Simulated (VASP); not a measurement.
Wanted: the native input for a VASP 6.6.1 run.

```
Task                   : single point
Functional             : PBE
Potentials or basis    : VASP PAW PBE potentials, release 64 (Sn_d, Se)
Cutoff                 : 520 eV
k mesh                 : 10 × 10 × 10
Occupations            : gaussian, width 0.02 eV
Spin                   : no spin polarisation
Dipole correction      : no
Further INCAR settings : ALGO = Normal; EDIFF = 1e-07; NBANDS = 17
```

The structure of SnSe lies in POSCAR:

```
SnSe
1.0
    0.0000000000      3.1286457492      3.1286457492
    3.1286457492      0.0000000000      3.1286457492
    3.1286457492      3.1286457492      0.0000000000
Sn Se
1 1
Direct
    0.0000000000      0.0000000000      0.0000000000
    0.5000000000      0.5000000000      0.5000000000
```

This cell differs from its parent crystal: volume scaled by 1.10.

One way to write it, as run:

INCAR

```
SYSTEM = SnSe
  ALGO = Normal
  EDIFF = 1E-7
  ENCUT = 520
  GGA = PE
  ISIF = 2
  ISMEAR = 0
  LASPH = .True.
  LCHARG = .False.
  LREAL = .False.
  LWAVE = .False.
  NBANDS = 17
  NELM = 100
  PREC = Accurate
  SIGMA = 0.02
```

KPOINTS

```
k-points
0
Gamma
  10 10 10
  0 0 0
```

Potentials or basis: VASP PAW PBE potentials, release 64 (Sn_d, Se).

Command:

```sh
$ cat potpaw_PBE.64/Sn_d/POTCAR potpaw_PBE.64/Se/POTCAR > POTCAR
$ mpirun -np 1 vasp_std > vasp.out
```

It gave:

* Pressure: -3.8 GPa
* Band gap on the k mesh: 0.13 eV, direct

Caveat: spin-orbit coupling is left out, which moves the levels of the heavy elements.

Wall time 23 s on 1 thread of Intel(R) Xeon(R) Platinum 8559C (Emerald Rapids) (shared host), peak memory 0.22 GiB.
